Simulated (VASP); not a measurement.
Wanted: the native input for a VASP 6.6.1 run.

- Task: single point
- Functional: r2SCAN
- Potentials or basis: VASP PAW PBE potentials, release 64 (Si, O)
- Cutoff: 520 eV
- k mesh: 6 × 6 × 6
- Occupations: gaussian, width 0.02 eV
- Spin: no spin polarisation
- Dipole correction: no
- Further INCAR settings: ALGO = Normal; EDIFF = 1e-06; NBANDS = 44

Crystal: SiO2.

```
CELL_PARAMETERS angstrom
-4.46937 4.46937 2.61574
4.46937 -4.46937 2.61574
4.46937 4.46937 -2.61574
ATOMIC_POSITIONS crystal
Si 0.17696 0.17696 0.35393
Si 0.82304 0.17696 0.00000
Si 0.17696 0.82304 0.00000
Si 0.82304 0.82304 0.64607
O 0.50000 0.50000 0.50000
O 0.00000 0.50000 0.00000
O 0.50000 0.00000 0.00000
O 0.00000 0.00000 0.50000
O 0.00000 0.20884 0.20884
O 0.79116 0.00000 0.79116
O 0.20884 0.00000 0.20884
O 0.00000 0.79116 0.79116
```

These files were run (other wordings do the same):

POSCAR

```
SiO2
1.0
   -4.4693744073      4.4693744073      2.6157361038
    4.4693744073     -4.4693744073      2.6157361038
    4.4693744073      4.4693744073     -2.6157361038
Si O
4 8
Direct
    0.1769634095      0.1769634095      0.3539268190
    0.8230365905      0.1769634095      0.0000000000
    0.1769634095      0.8230365905      0.0000000000
    0.8230365905      0.8230365905      0.6460731810
    0.5000000000      0.5000000000      0.5000000000
    0.0000000000      0.5000000000      0.0000000000
    0.5000000000      0.0000000000      0.0000000000
    0.0000000000      0.0000000000      0.5000000000
    0.0000000000      0.2088403757      0.2088403757
    0.7911596243      0.0000000000      0.7911596243
    0.2088403757      0.0000000000      0.2088403757
    0.0000000000      0.7911596243      0.7911596243
```

INCAR.step1

```
SYSTEM = SiO2
PREC = Accurate
ENCUT = 520
ISMEAR = 0
SIGMA = 0.02
LREAL = .FALSE.
LASPH = .TRUE.
NELM = 60
NBANDS = 44
GGA = PE
ALGO = Normal
EDIFF = 1E-4
LWAVE = .TRUE.
LCHARG = .FALSE.
```

INCAR.step2

```
SYSTEM = SiO2
PREC = Accurate
ENCUT = 520
EDIFF = 1E-6
ISMEAR = 0
SIGMA = 0.02
LREAL = .FALSE.
LASPH = .TRUE.
NELM = 60
ALGO = Normal
ISIF = 2
LWAVE = .FALSE.
LCHARG = .FALSE.
METAGGA = R2SCAN
LMIXTAU = .TRUE.
NBANDS = 44
ISTART = 1
```

KPOINTS

```
regular mesh
0
G
  6 6 6
  0 0 0
```

Potentials or basis: VASP PAW PBE potentials, release 64 (Si, O).

Run with:

```sh
$ cat potpaw_PBE.64/Si/POTCAR potpaw_PBE.64/O/POTCAR > POTCAR
$ cp INCAR.step1 INCAR
$ mpirun -np 1 vasp_std > vasp.out
$ cp INCAR.step2 INCAR
$ mpirun -np 1 vasp_std > vasp.out
```

It gave:

- Pressure: 0.1 GPa
- Largest force: 0.033 eV/Å
- Band gap on the k mesh: 6.07 eV

Caveat: the PAW data sets were made with another functional, which shifts forces and pressure a little.

Wall time 38 min on 1 thread of Oxide Virtual Turin-like Processor, on a shared host, peak memory 0.49 GiB.
